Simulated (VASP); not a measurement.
# InSb (P4/mmm) in VASP: further runs

The runs below take InSb through single point, with PBE.

Everything below comes from runs of VASP 6.6.1. Logs are shortened: lines on timing, memory, paths and dates and some standing lists are left out, and cuts for length are marked.

### 1 The cell of the first run

The structure is tetragonal, space group P4/mmm (No. 123). The conventional cell has a = 3.077 Å, b = 3.077 Å, c = 6.215 Å, α = 90.00°, β = 90.00°, γ = 90.00°. In (site symmetry 4/mmm) has 4 In at 3.08 Å and 2 Sb at 3.11 Å within 4.0 Å. Sb (site symmetry 4/mmm) has 4 Sb at 3.08 Å and 2 In at 3.11 Å within 4.0 Å.

### 2 Single point, PBE

Input file INCAR:

```
SYSTEM = InSb
PREC = Accurate ; ENCUT = 520
EDIFF = 1E-6 ; ISMEAR = 0
SIGMA = 0.01 ; LREAL = .FALSE.
LASPH = .TRUE. ; NELM = 60
ALGO = Normal ; ISIF = 2
LWAVE = .FALSE. ; LCHARG = .FALSE.
GGA = PE ; NBANDS = 16
```

Input file KPOINTS:

```
Automatic mesh
0
G
  7 7 4
  0 0 0
```

Input file POSCAR:

```
InSb
1.0
    3.0766560000      0.0000000000      0.0000000000
    0.0000000000      3.0766560000      0.0000000000
    0.0000000000      0.0000000000      6.2154700000
In Sb
1 1
Direct
    0.0000000000      0.0000000000      0.0000000000
    0.0000000000      0.0000000000      0.5000000000
```

Potentials or basis: VASP PAW PBE potentials, release 64 (In_d, Sb).

The run is started by

```bash
$ cat potpaw_PBE.64/In_d/POTCAR potpaw_PBE.64/Sb/POTCAR > POTCAR
$ mpirun -np 1 vasp_std > vasp.out
```

OUTCAR:

```text
SYSTEM = InSb
   PREC = Accurate
   ENCUT = 520
   EDIFF = 1E-6
   ISMEAR = 0
   LREAL = .FALSE.
   LASPH = .TRUE.
   NELM = 60
   ISIF = 2
   GGA = PE

 ion  position               nearest neighbor table
   1  0.000  0.000  0.000-   2 3.11   2 3.11
   2  0.000  0.000  0.500-   1 3.11   1 3.11

  LATTYP: Found a simple tetragonal cell.
 ALAT       =     3.0766560000
 C/A-ratio  =     2.0202031036

  Lattice vectors:

 A1 = (   3.0766560000,   0.0000000000,   0.0000000000)
 A2 = (   0.0000000000,   3.0766560000,   0.0000000000)
 A3 = (   0.0000000000,   0.0000000000,   6.2154700000)

Analysis of symmetry for initial positions (statically):
=====================================================================
 Subroutine PRICEL returns:
 Original cell was already a primitive cell.

 Routine SETGRP: Setting up the symmetry group for a
 simple tetragonal supercell.

 Subroutine GETGRP returns: Found 16 space group operations
 (whereof 16 operations were pure point group operations)
 out of a pool of 16 trial point group operations.

The static configuration has the point symmetry D_4h.

Analysis of symmetry for dynamics (positions and initial velocities):
=====================================================================
 Subroutine PRICEL returns:
 Original cell was already a primitive cell.

 Routine SETGRP: Setting up the symmetry group for a
 simple tetragonal supercell.

 Subroutine GETGRP returns: Found 16 space group operations
 (whereof 16 operations were pure point group operations)
 out of a pool of 16 trial point group operations.

The dynamic configuration has the point symmetry D_4h.

 Subroutine INISYM returns: Found 16 space group operations
 (whereof 16 operations are pure point group operations),
 and found     1 'primitive' translations

----------------------------------------------------------------------------------------

                                     Primitive cell

  volume of cell :      58.8345

  direct lattice vectors                    reciprocal lattice vectors
     3.076656000  0.000000000  0.000000000     0.325028212  0.000000000  0.000000000
     0.000000000  3.076656000  0.000000000     0.000000000  0.325028212  0.000000000
     0.000000000  0.000000000  6.215470000     0.000000000  0.000000000  0.160888879

  length of vectors
     3.076656000  3.076656000  6.215470000     0.325028212  0.325028212  0.160888879

  position of ions in fractional coordinates (direct lattice)
     0.000000000  0.000000000  0.000000000
     0.000000000  0.000000000  0.500000000

  ion indices of the primitive-cell ions
   primitive index   ion index
                 1           1
                 2           2

----------------------------------------------------------------------------------------

 KPOINTS: Automatic mesh

Automatic generation of k-mesh.
 Grid dimensions read from file:
 generate k-points for:    7    7    4

 Generating k-lattice:

  Cartesian coordinates                     Fractional coordinates (reciprocal lattice)
     0.046432602  0.000000000  0.000000000     0.142857143  0.000000000  0.000000000
     0.000000000  0.046432602  0.000000000     0.000000000  0.142857143  0.000000000
     0.000000000  0.000000000  0.040222220     0.000000000  0.000000000  0.250000000

  Length of vectors
     0.046432602  0.046432602  0.040222220

  Shift w.r.t. Gamma in fractional coordinates (k-lattice)
     0.000000000  0.000000000  0.000000000

 Subroutine IBZKPT returns following result:
 ===========================================

 Found     30 irreducible k-points:

 Following reciprocal coordinates:
            Coordinates               Weight
  0.000000  0.000000  0.000000      1.000000
  0.142857  0.000000  0.000000      4.000000
  0.285714  0.000000  0.000000      4.000000
  0.428571  0.000000  0.000000      4.000000
  0.142857  0.142857  0.000000      4.000000
  0.285714  0.142857  0.000000      8.000000
[... 16 lines left out ...]
  0.285714  0.000000  0.500000      4.000000
  0.428571  0.000000  0.500000      4.000000
 [... further k-points ...]
   k-points           NKPTS =     30   k-points in BZ     NKDIM =     30   number of bands    NBANDS=     16
   number of dos      NEDOS =    301   number of ions     NIONS =      2
   total plane-waves  NPLWV =  27648
   dimension x,y,z NGX =    24 NGY =   24 NGZ =   48
   dimension x,y,z NGXF=    48 NGYF=   48 NGZF=   96
   ions per type =               1   1
   NGX,Y,Z   is equivalent  to a cutoff of  12.97, 12.97, 12.84 a.u.
   NGXF,Y,Z  is equivalent  to a cutoff of  25.94, 25.94, 25.68 a.u.
 SYSTEM =  InSb
   PREC   = accura    normal or accurate (medium, high low for compatibility)
   ISTART =      0    job   : 0-new  1-cont  2-samecut
   ICHARG =      2    charge: 1-file 2-atom 10-const
   ISPIN  =      1    spin polarized calculation?
   LNONCOLLINEAR =      F non collinear calculations
   LSORBIT =      F    spin-orbit coupling
   LASPH  =      T    aspherical Exc in radial PAW
   ENCUT  =  520.0 eV  38.22 Ry    6.18 a.u.   5.72  5.72 11.56*2*pi/ulx,y,z
   NELM   =     60;   NELMIN=  2; NELMDL= -5     # of ELM steps
   EDIFF  = 0.1E-05   stopping-criterion for ELM
   LREAL  =      F    real-space projection
   EDIFFG = 0.1E-04   stopping-criterion for IOM
   NSW    =      0    number of steps for IOM
   IBRION =     -1    ionic relax: 0-MD 1-quasi-New 2-CG
   NFREE  =      0    steps in history (QN), initial steepest desc. (CG)
   ISIF   =      2    stress and relaxation
   ISYM   =      2    0-nonsym 1-usesym 2-fastsym
   POTIM  = 0.5000    time-step for ionic-motion
   TEBEG  =    0.0;   TEEND  =   0.0 temperature during run
   PSTRESS=    0.0 pullay stress
   NELECT =      18.0000    total number of electrons
   NUPDOWN=      -1.0000    fix difference up-down
   EMIN   =  10.00;   EMAX   =-10.00  energy-range for DOS
   EFERMI =   0.00;   METHOD = LEGACY
   ISMEAR =     0;   SIGMA  =   0.01  broadening in eV -4-tet -1-fermi 0-gaus
   EFERMI_NEDOS =   21; number of points for ismear=-14 and -15
   IALGO  =     38    algorithm
   IMIX   =      4    mixing-type and parameters
     AMIX     =   0.40;   BMIX     =  1.00
     AMIX_MAG =   1.60;   BMIX_MAG =  1.00
  volume/ion in A,a.u.               =      29.42       198.52
  Fermi-wavevector in a.u.,A,eV,Ry     =   1.103117  2.084590 16.556493  1.216868
  Thomas-Fermi vector in A             =   2.239571
   LORBIT       =      0    0 simple, 1 ext, 2 COOP (PROOUT), +10 PAW based schemes
   GGA     = PE    functional components
   LHFCALC =     F    Hartree Fock is set to
   AEXX    =    0.0000 exact exchange contribution
   IVDW    =     0    specifies the selected vdW correction
   LEPSILON=     F    determine dielectric tensor
   LRPA    =     F    only Hartree local field effects (RPA)
 non-spin polarized calculation
 Gauss-broadening in eV      SIGMA  =   0.01
  energy-cutoff  :      520.00
  volume of cell :       58.83
 maximum number of plane-waves:      1604
 NGX is ok and might be reduce to    24
   NGX = 11   NGY = 11   NGZ = 23

 number of electron      17.9999986 magnetization

 Free energy of the ion-electron system (eV)
  ---------------------------------------------------
  ext. energy  EPLUGINS =         0.00000000
  ---------------------------------------------------
  free energy    TOTEN  =        -6.59471029 eV

  energy without entropy =       -6.59434343  energy(sigma->0) =       -6.59452686

 E-fermi :   6.4398     XC(G=0):  -9.6586

 val. band max:        6.4350245518   @ k =   0.4286   0.2857   0.2500
 cond. band min:       6.6056232292   @ k =   0.2857   0.0000   0.5000
 fundamental gap:      0.1705986774
 Fermi energy:         6.4397939154

 k-point     1 :       0.0000    0.0000    0.0000
  band No.  band energies     occupation
      1      -8.1530      2.00000
      2      -7.9532      2.00000
      3      -7.5898      2.00000
      4      -7.5898      2.00000
      5      -7.4920      2.00000
      6      -4.9765      2.00000
[... 8 lines left out ...]
     15      15.5977      0.00000
     16      16.1356      0.00000

 k-point     2 :       0.1429    0.0000    0.0000
  band No.  band energies     occupation
      1      -8.0933      2.00000
      2      -7.9055      2.00000
      3      -7.6360      2.00000
      4      -7.5861      2.00000
      5      -7.5264      2.00000
      6      -4.6684      2.00000
[... 8 lines left out ...]
     15      15.7832      0.00000
     16      15.9988      0.00000

 k-point     3 :       0.2857    0.0000    0.0000
  band No.  band energies     occupation
      1      -8.0215      2.00000
      2      -7.7369      2.00000
      3      -7.7368      2.00000
      4      -7.6028      2.00000
      5      -7.5775      2.00000
      6      -3.7786      2.00000
[... 8 lines left out ...]
     15      16.5753      0.00000
     16      17.0985      0.00000

 k-point     4 :       0.4286    0.0000    0.0000
  band No.  band energies     occupation
      1      -7.9919      2.00000
      2      -7.8154      2.00000
      3      -7.6631      2.00000
      4      -7.5748      2.00000
      5      -7.5707      2.00000
      6      -2.6001      2.00000
[... 8 lines left out ...]
     15      17.7024      0.00000
     16      18.4228      0.00000
[... 324 lines left out ...]
 k-point    22 :       0.1429    0.0000    0.5000
  band No.  band energies     occupation
      1      -8.0927      2.00000
      2      -7.8855      2.00000
      3      -7.6377      2.00000
      4      -7.5866      2.00000
      5      -7.5264      2.00000
      6      -4.5586      2.00000
[... 8 lines left out ...]
     15      17.6932      0.00000
     16      17.7882      0.00000

 k-point    23 :       0.2857    0.0000    0.5000
  band No.  band energies     occupation
      1      -8.0187      2.00000
      2      -7.7397      2.00000
      3      -7.7226      2.00000
      4      -7.6028      2.00000
      5      -7.5781      2.00000
      6      -3.6818      2.00000
[... 8 lines left out ...]
     15      16.2603      0.00000
     16      16.5065      0.00000

 k-point    24 :       0.4286    0.0000    0.5000
  band No.  band energies     occupation
      1      -7.9894      2.00000
      2      -7.8182      2.00000
      3      -7.6631      2.00000
      4      -7.5712      2.00000
      5      -7.5634      2.00000
      6      -2.5448      2.00000
[... 8 lines left out ...]
     15      17.2885      0.00000
     16      17.5315      0.00000

 [... further k-points ...]

------------------------ aborting loop because EDIFF is reached ----------------------------------------

  FORCE on cell =-STRESS in cart. coord.  units (eV):
  Direction    XX          YY          ZZ          XY          YZ          ZX
  --------------------------------------------------------------------------------------
  -------------------------------------------------------------------------------------
  Total        0.0976949      0.0976949      0.2458233      0.0000000     -0.0000000     -0.0000000
  in kB        2.6604232      2.6604232      6.6942479      0.0000000     -0.0000000     -0.0000000
  external PRESSURE =       4.0050315 kB  Pullay stress =       0.0000000 kB

 VOLUME and BASIS-vectors are now :
 -----------------------------------------------------------------------------
  energy-cutoff  :      520.00
  volume of cell :       58.83
      direct lattice vectors                 reciprocal lattice vectors
     3.076656000  0.000000000  0.000000000     0.325028212  0.000000000  0.000000000
     0.000000000  3.076656000  0.000000000     0.000000000  0.325028212  0.000000000
     0.000000000  0.000000000  6.215470000     0.000000000  0.000000000  0.160888879

 POSITION                                       TOTAL-FORCE (eV/Angst)
 -----------------------------------------------------------------------------------
      0.00000      0.00000      0.00000         0.000000      0.000000      0.000000
      0.00000      0.00000      3.10773         0.000000      0.000000      0.000000
 -----------------------------------------------------------------------------------
    total drift:                                0.000000     -0.000000     -0.000000

  FREE ENERGIE OF THE ION-ELECTRON SYSTEM (eV)
  ---------------------------------------------------
  free  energy   TOTEN  =        -6.5947102871 eV

  energy  without entropy=       -6.5943434265  energy(sigma->0) =       -6.59452686
```

It took 14 s on 1 thread of Intel Xeon Platinum 8259CL at 2.50GHz (Skylake/Cascade Lake), shared host; peak memory 0.18 GiB.

What came out:

```
Free energy            : -6.5947 eV
Pressure               : 0.4 GPa
Band gap on the k mesh : zero (band 9 reaches 10.78 eV, above the bottom of band 10 at 5.92 eV)
```

Caveat: spin-orbit coupling is left out, which moves the levels of the heavy elements.

(Part 1 of 2 ends here.)
